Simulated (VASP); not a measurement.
A run of VASP 6.6.1 is set up as follows.

POSCAR

```
CdSe
1.0
    4.2883237821      0.0000000000      0.0000000000
   -2.1441618911      3.7137973350      0.0000000000
    0.0000000000      0.0000000000      6.9961704926
Cd Se
2 2
Direct
    0.3333333333      0.6666666667      0.0046701987
    0.6666666667      0.3333333333      0.5046701987
    0.3333333333      0.6666666667      0.3803298013
    0.6666666667      0.3333333333      0.8803298013
```

File INCAR.step1:

```
SYSTEM = CdSe
  PREC = Accurate
  ENCUT = 520
  ISMEAR = 0
  SIGMA = 0.01
  LREAL = .False.
  LASPH = .True.
  NELM = 100
  NBANDS = 26
  GGA = PE
  ALGO = Normal
  EDIFF = 1E-4
  LWAVE = .True.
  LCHARG = .False.
```

The input INCAR.step2:

```
SYSTEM = CdSe
  PREC = Accurate
  ENCUT = 520
  EDIFF = 1E-6
  ISMEAR = 0
  SIGMA = 0.01
  LREAL = .False.
  LASPH = .True.
  NELM = 100
  ALGO = Normal
  ISIF = 2
  LWAVE = .False.
  LCHARG = .False.
  METAGGA = R2SCAN
  LMIXTAU = .True.
  NBANDS = 26
  ISTART = 1
```

KPOINTS

```
Automatic mesh
0
Gamma
  6 6 4
  0 0 0
```

Potentials or basis: VASP PAW PBE potentials, release 64 (Cd, Se).

The run is started by

```bash
$ cat potpaw_PBE.64/Cd/POTCAR potpaw_PBE.64/Se/POTCAR > POTCAR
$ cp INCAR.step1 INCAR
$ mpirun -np 1 vasp_std > vasp.out
$ cp INCAR.step2 INCAR
$ mpirun -np 1 vasp_std > vasp.out
```

(1) Estimate the pressure.

(2) What does it give for the band gap on the k mesh?

## Answers

(1) 2.3 GPa.

(2) 1.18 eV, direct.

Caveat: the PAW data sets were made with another functional, which shifts forces and pressure a little.
